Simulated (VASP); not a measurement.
# Al (Fm-3m) in VASP: notebook

The runs below take Al through single point, with RPBE.

Program: VASP 6.6.1. These are calculated values, not measurements. Logs are shortened: lines on timing, memory, paths and dates and some standing lists are left out, and cuts for length are marked.

## 1. The cell of the first run

It takes space group Fm-3m (No. 225, cubic). The conventional cell has a = 4.118 Å, b = 4.118 Å, c = 4.118 Å, α = 90.00°, β = 90.00°, γ = 90.00°. Within 3.8 Å of Al (site symmetry m-3m) lie 12 Al at 2.91 Å.

## 2. Single point, RPBE (volume scaled by 1.04)

INCAR

```
PREC = Accurate
ENCUT = 520
EDIFF = 1E-7
ISMEAR = -1
SIGMA = 0.1
LREAL = F
LASPH = T
NELM = 60
ALGO = Normal
ISIF = 2
LWAVE = F
LCHARG = F
GGA = RP
NBANDS = 8
```

KPOINTS

```
Automatic mesh
0
Gamma
  22 22 22
```

POSCAR

```
Al
1.0
    0.0000000000      2.0590965855      2.0590965855
    2.0590965855      0.0000000000      2.0590965855
    2.0590965855      2.0590965855      0.0000000000
Al
1
Direct
    0.0000000000      0.0000000000      0.0000000000
```

Potentials or basis: VASP PAW PBE potentials, release 64 (Al).

Run with:

```bash
$ cat potpaw_PBE.64/Al/POTCAR > POTCAR
$ mpirun -np 1 vasp_std > vasp.out
```

OUTCAR:

```text
PREC = Accurate
   ENCUT = 520
   EDIFF = 1E-7
   ISMEAR = -1
   LREAL = F
   LASPH = T
   NELM = 60
   ISIF = 2
   GGA = RP

 ion  position               nearest neighbor table
   1  0.000  0.000  0.000-

  LATTYP: Found a face centered cubic cell.
 ALAT       =     4.1181931710

  Lattice vectors:

 A1 = (   0.0000000000,   2.0590965855,   2.0590965855)
 A2 = (   2.0590965855,   0.0000000000,   2.0590965855)
 A3 = (   2.0590965855,   2.0590965855,   0.0000000000)

Analysis of symmetry for initial positions (statically):
=====================================================================
 Subroutine PRICEL returns:
 Original cell was already a primitive cell.

 Routine SETGRP: Setting up the symmetry group for a
 face centered cubic supercell.

 Subroutine GETGRP returns: Found 48 space group operations
 (whereof 48 operations were pure point group operations)
 out of a pool of 48 trial point group operations.

The static configuration has the point symmetry O_h .

Analysis of symmetry for dynamics (positions and initial velocities):
=====================================================================
 Subroutine PRICEL returns:
 Original cell was already a primitive cell.

 Routine SETGRP: Setting up the symmetry group for a
 face centered cubic supercell.

 Subroutine GETGRP returns: Found 48 space group operations
 (whereof 48 operations were pure point group operations)
 out of a pool of 48 trial point group operations.

The dynamic configuration has the point symmetry O_h .

 Subroutine INISYM returns: Found 48 space group operations
 (whereof 48 operations are pure point group operations),
 and found     1 'primitive' translations

----------------------------------------------------------------------------------------

                                     Primitive cell

  volume of cell :      17.4606

  direct lattice vectors                    reciprocal lattice vectors
     0.000000000  2.059096585  2.059096585    -0.242824938  0.242824938  0.242824938
     2.059096585  0.000000000  2.059096585     0.242824938 -0.242824938  0.242824938
     2.059096585  2.059096585  0.000000000     0.242824938  0.242824938 -0.242824938

  length of vectors
     2.912002317  2.912002317  2.912002317     0.420585129  0.420585129  0.420585129

  position of ions in fractional coordinates (direct lattice)
     0.000000000  0.000000000  0.000000000

  ion indices of the primitive-cell ions
   primitive index   ion index
                 1           1

----------------------------------------------------------------------------------------

 KPOINTS: Automatic mesh

Automatic generation of k-mesh.
 Grid dimensions read from file:
 generate k-points for:   22   22   22

 Generating k-lattice:

  Cartesian coordinates                     Fractional coordinates (reciprocal lattice)
    -0.011037497  0.011037497  0.011037497     0.045454545  0.000000000  0.000000000
     0.011037497 -0.011037497  0.011037497     0.000000000  0.045454545  0.000000000
     0.011037497  0.011037497 -0.011037497     0.000000000  0.000000000  0.045454545

  Length of vectors
     0.019117506  0.019117506  0.019117506

  Shift w.r.t. Gamma in fractional coordinates (k-lattice)
     0.000000000  0.000000000  0.000000000

 Subroutine IBZKPT returns following result:
 ===========================================

 Found    328 irreducible k-points:

 Following reciprocal coordinates:
            Coordinates               Weight
  0.000000  0.000000  0.000000      1.000000
  0.045455  0.000000  0.000000      8.000000
  0.090909  0.000000  0.000000      8.000000
  0.136364  0.000000  0.000000      8.000000
  0.181818  0.000000  0.000000      8.000000
  0.227273  0.000000  0.000000      8.000000
[... 16 lines left out ...]
  0.500000  0.045455  0.000000     24.000000
 -0.454545  0.045455  0.000000     24.000000
 [... further k-points ...]
   k-points           NKPTS =    328   k-points in BZ     NKDIM =    328   number of bands    NBANDS=      8
   number of dos      NEDOS =    301   number of ions     NIONS =      1
   total plane-waves  NPLWV =  13824
   dimension x,y,z NGX =    24 NGY =   24 NGZ =   24
   dimension x,y,z NGXF=    48 NGYF=   48 NGZF=   48
   ions per type =               1
   NGX,Y,Z   is equivalent  to a cutoff of  13.70, 13.70, 13.70 a.u.
   NGXF,Y,Z  is equivalent  to a cutoff of  27.40, 27.40, 27.40 a.u.
 SYSTEM =  unknown system
   PREC   = accura    normal or accurate (medium, high low for compatibility)
   ISTART =      0    job   : 0-new  1-cont  2-samecut
   ICHARG =      2    charge: 1-file 2-atom 10-const
   ISPIN  =      1    spin polarized calculation?
   LNONCOLLINEAR =      F non collinear calculations
   LSORBIT =      F    spin-orbit coupling
   LASPH  =      T    aspherical Exc in radial PAW
   ENCUT  =  520.0 eV  38.22 Ry    6.18 a.u.   5.41  5.41  5.41*2*pi/ulx,y,z
   NELM   =     60;   NELMIN=  2; NELMDL= -5     # of ELM steps
   EDIFF  = 0.1E-06   stopping-criterion for ELM
   LREAL  =      F    real-space projection
   EDIFFG = 0.1E-05   stopping-criterion for IOM
   NSW    =      0    number of steps for IOM
   IBRION =     -1    ionic relax: 0-MD 1-quasi-New 2-CG
   NFREE  =      0    steps in history (QN), initial steepest desc. (CG)
   ISIF   =      2    stress and relaxation
   ISYM   =      2    0-nonsym 1-usesym 2-fastsym
   POTIM  = 0.5000    time-step for ionic-motion
   TEBEG  =    0.0;   TEEND  =   0.0 temperature during run
   PSTRESS=    0.0 pullay stress
   NELECT =       3.0000    total number of electrons
   NUPDOWN=      -1.0000    fix difference up-down
   EMIN   =  10.00;   EMAX   =-10.00  energy-range for DOS
   EFERMI =   0.00;   METHOD = LEGACY
   ISMEAR =    -1;   SIGMA  =   0.10  broadening in eV -4-tet -1-fermi 0-gaus
   EFERMI_NEDOS =   21; number of points for ismear=-14 and -15
   IALGO  =     38    algorithm
   IMIX   =      4    mixing-type and parameters
     AMIX     =   0.40;   BMIX     =  1.00
     AMIX_MAG =   1.60;   BMIX_MAG =  1.00
  volume/ion in A,a.u.               =      17.46       117.83
  Fermi-wavevector in a.u.,A,eV,Ry     =   0.910113  1.719864 11.269777  0.828305
  Thomas-Fermi vector in A             =   2.034237
   LORBIT       =      0    0 simple, 1 ext, 2 COOP (PROOUT), +10 PAW based schemes
   GGA     = RP    functional components
   LHFCALC =     F    Hartree Fock is set to
   AEXX    =    0.0000 exact exchange contribution
   IVDW    =     0    specifies the selected vdW correction
   LEPSILON=     F    determine dielectric tensor
   LRPA    =     F    only Hartree local field effects (RPA)
 non-spin polarized calculation
  energy-cutoff  :      520.00
  volume of cell :       17.46
 maximum number of plane-waves:       495
 NGX is ok and might be reduce to    24
   NGX = 11   NGY = 11   NGZ = 11

 number of electron       3.0000000 magnetization

 Free energy of the ion-electron system (eV)
  ---------------------------------------------------
  ext. energy  EPLUGINS =         0.00000000
  ---------------------------------------------------
  free energy    TOTEN  =        -3.50935732 eV

  energy without entropy =       -3.49643355  energy(sigma->0) =       -3.50289543

 E-fermi :   7.4999     XC(G=0):  -9.9387

 val. band max:        7.4742270076   @ k =   0.5000   0.2727   0.0455
 cond. band min:       7.5387012591   @ k =  -0.4545   0.3636   0.0000
 fundamental gap:      0.0644742514
 Fermi energy:         7.4998894880

 k-point     1 :       0.0000    0.0000    0.0000
  band No.  band energies     occupation
      1      -3.2365      2.00000
      2      19.8033      0.00000
      3      19.8033      0.00000
      4      19.8033      0.00000
      5      21.0061      0.00000
      6      21.0061      0.00000
      7      21.0061      0.00000
      8      23.5033      0.00000

 k-point     2 :       0.0455    0.0000    0.0000
  band No.  band energies     occupation
      1      -3.1824      2.00000
      2      18.6482      0.00000
      3      19.5493      0.00000
      4      19.5493      0.00000
      5      21.3436      0.00000
      6      21.3436      0.00000
      7      21.5473      0.00000
      8      24.0768      0.00000

 k-point     3 :       0.0909    0.0000    0.0000
  band No.  band energies     occupation
      1      -3.0201      2.00000
      2      16.9083      0.00000
      3      19.1155      0.00000
      4      19.1155      0.00000
      5      21.7372      0.00000
      6      22.0163      0.00000
      7      22.0163      0.00000
      8      25.2711      0.00000

 k-point     4 :       0.1364    0.0000    0.0000
  band No.  band energies     occupation
      1      -2.7501      2.00000
      2      15.1216      0.00000
      3      18.7119      0.00000
      4      18.7119      0.00000
      5      21.6633      0.00000
      6      22.7273      0.00000
      7      22.7273      0.00000
      8      24.4868      0.00000

 k-point     5 :       0.1818    0.0000    0.0000
  band No.  band energies     occupation
      1      -2.3729      2.00000
      2      13.3653      0.00000
      3      18.3808      0.00000
      4      18.3808      0.00000
      5      21.5271      0.00000
      6      22.8468      0.00000
      7      22.8468      0.00000
      8      24.3955      0.00000

 k-point     6 :       0.2273    0.0000    0.0000
  band No.  band energies     occupation
      1      -1.8892      2.00000
      2      11.6669      0.00000
      3      18.1336      0.00000
      4      18.1336      0.00000
      5      21.4031      0.00000
      6      22.1660      0.00000
      7      22.1660      0.00000
      8      25.2461      0.00000

 k-point     7 :       0.2727    0.0000    0.0000
  band No.  band energies     occupation
      1      -1.3002      2.00000
      2      10.0399      0.00000
      3      17.9745      0.00000
      4      17.9745      0.00000
      5      21.3281      0.00000
      6      21.3884      0.00000
      7      21.3884      0.00000
      8      25.2364      0.00000

 k-point     8 :       0.3182    0.0000    0.0000
  band No.  band energies     occupation
      1      -0.6071      2.00000
      2       8.4920      0.00010
      3      17.9051      0.00000
      4      17.9051      0.00000
      5      20.6588      0.00000
      6      20.6588      0.00000
      7      21.3231      0.00000
      8      24.4825      0.00000

 k-point     9 :       0.3636    0.0000    0.0000
  band No.  band energies     occupation
      1       0.1888      2.00000
      2       7.0286      1.98220
      3      17.9260      0.00000
      4      17.9260      0.00000
      5      20.0058      0.00000
      6      20.0058      0.00000
      7      21.4006      0.00000
      8      23.7890      0.00000

 k-point    10 :       0.4091    0.0000    0.0000
  band No.  band energies     occupation
      1       1.0859      2.00000
      2       5.6535      2.00000
      3      18.0363      0.00000
      4      18.0363      0.00000
      5      19.4399      0.00000
      6      19.4399      0.00000
      7      21.5678      0.00000
      8      23.1695      0.00000
[... 78 lines left out ...]
 k-point    18 :       0.2727    0.0455    0.0000
  band No.  band energies     occupation
      1      -1.4606      2.00000
      2      10.6144      0.00000
      3      17.1504      0.00000
      4      18.3496      0.00000
      5      20.4286      0.00000
      6      21.9863      0.00000
      7      22.5665      0.00000
      8      24.7206      0.00000

 k-point    19 :       0.3182    0.0455    0.0000
  band No.  band energies     occupation
      1      -0.8023      2.00000
      2       9.0413      0.00000
      3      17.0486      0.00000
      4      18.2575      0.00000
      5      19.6599      0.00000
      6      21.8302      0.00000
      7      21.9529      0.00000
      8      25.0073      0.00000

 k-point    20 :       0.3636    0.0455    0.0000
  band No.  band energies     occupation
      1      -0.0407      2.00000
      2       7.5506      0.75193
      3      17.0385      0.00000
      4      18.2511      0.00000
      5      18.9704      0.00000
      6      21.1581      0.00000
      7      21.9977      0.00000
      8      24.3961      0.00000

 k-point    21 :       0.4091    0.0455    0.0000
  band No.  band energies     occupation
      1       0.8226      2.00000
      2       6.1466      2.00000
      3      17.1204      0.00000
      4      18.2632      0.00000
      5      18.4399      0.00000
      6      20.5657      0.00000
      7      22.1268      0.00000
      8      23.7791      0.00000

 k-point    22 :       0.4545    0.0455    0.0000
  band No.  band energies     occupation
      1       1.7857      2.00000
      2       4.8328      2.00000
      3      17.2940      0.00000
      4      17.8202      0.00000
      5      18.5470      0.00000
      6      20.0600      0.00000
      7      22.3404      0.00000
      8      23.2356      0.00000

 k-point    23 :       0.5000    0.0455    0.0000
  band No.  band energies     occupation
      1       2.8446      2.00000
      2       3.6144      2.00000
      3      17.3985      0.00000
      4      17.5588      0.00000
      5      18.8178      0.00000
      6      19.6447      0.00000
      7      22.5760      0.00000
      8      22.8445      0.00000

 k-point    24 :      -0.4545    0.0455    0.0000
  band No.  band energies     occupation
      1       2.4819      2.00000
      2       4.0090      2.00000
      3      17.0663      0.00000
      4      17.9126      0.00000
      5      19.1846      0.00000
      6      19.3234      0.00000
      7      22.3439      0.00000
      8      23.1013      0.00000

 [... further k-points ...]
[... 5 lines left out ...]
  --------------------------------------------------------------------------------------
  -------------------------------------------------------------------------------------
  Total       -0.3056148     -0.3056148     -0.3056148     -0.0000000     -0.0000000      0.0000000
  in kB      -28.0430235    -28.0430235    -28.0430235     -0.0000000     -0.0000000      0.0000000
  external PRESSURE =     -28.0430235 kB  Pullay stress =       0.0000000 kB

 VOLUME and BASIS-vectors are now :
 -----------------------------------------------------------------------------
  energy-cutoff  :      520.00
  volume of cell :       17.46
      direct lattice vectors                 reciprocal lattice vectors
     0.000000000  2.059096585  2.059096585    -0.242824938  0.242824938  0.242824938
     2.059096585  0.000000000  2.059096585     0.242824938 -0.242824938  0.242824938
     2.059096585  2.059096585  0.000000000     0.242824938  0.242824938 -0.242824938

 POSITION                                       TOTAL-FORCE (eV/Angst)
 -----------------------------------------------------------------------------------
      0.00000      0.00000      0.00000         0.000000     -0.000000      0.000000
 -----------------------------------------------------------------------------------
    total drift:                                0.000000     -0.000000     -0.000000

  FREE ENERGIE OF THE ION-ELECTRON SYSTEM (eV)
  ---------------------------------------------------
  free  energy   TOTEN  =        -3.5093573179 eV

  energy  without entropy=       -3.4964335509  energy(sigma->0) =       -3.50289543
```

Wall time 16 s (1 thread of Intel Xeon 6975P-C, shared host); peak memory 0.16 GiB.

What came out:

```yaml
Free_energy: -3.5094 eV
Pressure: -2.8 GPa
```

Levels at points of the mesh, in eV from the Fermi level:
```csv
k point,band 1,band 2,band 3,band 4,band 5
"(0.00, 0.00, 0.00)",-10.74,12.30,12.30,12.30,13.51
"(0.50, 0.00, 0.00)",-4.38,-4.27,10.92,10.92,11.19
"(0.50, 0.50, 0.00)",-2.79,-1.56,5.21,5.38,5.38
```

Caveat: the PAW data sets were made with another functional, which shifts forces and pressure a little.

[end of part 1 of 2]
